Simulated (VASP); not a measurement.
Here is a VASP 6.6.1 calculation.

Contents of INCAR:

```
SYSTEM = Sb
PREC     = Accurate       ! precision mode
ENCUT    = 520            ! plane-wave cutoff, eV
EDIFF    = 1E-7           ! SCF threshold, eV
ISMEAR   = 0              ! smearing method
SIGMA    = 1.0            ! smearing width, eV
LREAL    = .FALSE.        ! projectors in reciprocal space
LASPH    = .TRUE.         ! aspherical terms in the spheres
NELM     = 60             ! most SCF steps
ALGO     = Normal         ! electronic algorithm
ISIF     = 2              ! what is computed and relaxed
LWAVE    = .FALSE.        ! write WAVECAR
LCHARG   = .FALSE.        ! write CHGCAR
NBANDS   = 12             ! bands
```

The input KPOINTS:

```
Automatic mesh
0
G
  9 9 9
  0 0 0
```

File POSCAR:

```
Sb
1.0
    2.1456002536      1.2387628840      3.6587425366
   -2.1456002536      1.2387628840      3.6587425366
    0.0000000000     -2.4775257680      3.6587425366
Sb
2
Direct
    0.2359371474      0.2359371474      0.2359371474
    0.7640628526      0.7640628526      0.7640628526
```

Potentials or basis: VASP PAW LDA potentials, release 64 (Sb).

Launch:

```sh
$ cat potpaw_LDA.64/Sb/POTCAR > POTCAR
$ mpirun -np 1 vasp_std > vasp.out
```

(1) What does it give for the pressure?

(2) Predict the largest force.

Results:

(1) 0.7 GPa.

(2) 0.362 eV/Å.
